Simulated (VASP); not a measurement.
# Co: relaxation of cell and atoms with PBE

The system is Co.

```
CELL_PARAMETERS angstrom
3.41072 0.00000 0.00000
0.00000 3.41072 0.00000
0.00000 0.00000 3.41072
ATOMIC_POSITIONS crystal
Co 0.50000 0.00000 0.00000
Co 0.00000 0.50000 0.00000
Co 0.00000 0.00000 0.50000
```

The cell was built from a structure type or drawn by symmetry, and may not be a known phase.

| Quantity | Value |
| --- | --- |
| Program | VASP 6.6.1 |
| Task | relaxation of cell and atoms |
| Functional | PBE |
| Potentials or basis | VASP PAW PBE potentials, release 64 (Co) |
| Cutoff | 600 eV |
| k mesh | 14 × 14 × 14 |
| Occupations | gaussian, width 0.1 eV |
| Spin | collinear spin, ferromagnetic start |
| Starting moments | [-2.12, -2.12, -2.12] μB |
| Dipole correction | no |
| Further INCAR settings | ALGO = Normal; EDIFF = 1e-06; IBRION = 2; EDIFFG = -0.01; NSW = 100; ISIF = 3 |

```json
{
  "Relaxed volume": "13.16 Å³/atom",
  "Relaxed cell": "a = 3.405 Å, b = 3.405 Å, c = 3.405 Å, α = 90.00°, β = 90.00°, γ = 90.00°",
  "Space group after relaxing (to 0.1 Å)": "Pm-3m (No. 221)",
  "Energy gained by relaxing": "0.1 meV/atom",
  "Ionic steps": "3",
  "Pressure after relaxing": "0.0 GPa",
  "Net moment": "-5.54 μB per cell",
  "Site moments": "Co -1.87 μB",
  "Valence electrons inside the program's atomic spheres": "Co 8.18"
}
```

The path:
| step | energy change (eV) | largest force (eV/Å) | pressure (GPa) | volume (Å³) |
| --- | --- | --- | --- | --- |
| 1 | 0.0000 | 0.0000 | -0.68 | 39.68 |
| 2 | -0.0002 | 0.0000 | 0.50 | 39.36 |
| 3 | -0.0004 | 0.0000 | 0.00 | 39.49 |

Final structure:
```
CELL_PARAMETERS angstrom
3.40540 0.00000 0.00000
0.00000 3.40540 0.00000
0.00000 0.00000 3.40540
ATOMIC_POSITIONS crystal
Co 0.50000 0.00000 0.00000
Co 0.00000 0.50000 0.00000
Co 0.00000 0.00000 0.50000
```

Levels at points of the mesh, in eV from the Fermi level:
Spin up:
```tsv
k point	band 7	band 8	band 9	band 10	band 11	band 12	band 13	band 14	band 15	band 16
(0.00, 0.00, 0.00)	-2.68	0.16	0.16	0.16	0.97	0.97	1.32	1.42	1.42	1.42
(0.50, 0.00, 0.00)	-1.43	-1.37	-1.37	-0.27	-0.20	-0.13	0.19	0.19	0.31	1.03
(0.50, 0.50, 0.00)	-1.58	-1.42	-1.18	-1.18	-0.27	-0.09	-0.09	0.12	0.68	0.85
(0.50, 0.50, 0.50)	-1.27	-0.17	0.13	0.13	0.13	0.61	0.61	1.24	1.24	1.24
```
Spin down:
```tsv
k point	band 12	band 13	band 14	band 15	band 16	band 17	band 18	band 19	band 20
(0.00, 0.00, 0.00)	-1.56	-0.69	-0.41	-0.41	-0.41	4.27	4.27	4.27	10.30
(0.50, 0.00, 0.00)	-1.97	-1.82	-1.82	-1.74	-1.37	-0.41	8.27	8.27	10.59
(0.50, 0.50, 0.00)	-2.36	-2.10	-1.60	-1.60	-0.74	1.18	2.03	2.03	12.54
(0.50, 0.50, 0.50)	-1.66	-0.65	-0.65	-0.65	-0.31	1.83	1.83	1.83	6.41
```

Wall time 6.3 min on 1 thread of Oxide Virtual Turin-like Processor (shared host), peak memory 0.26 GiB.
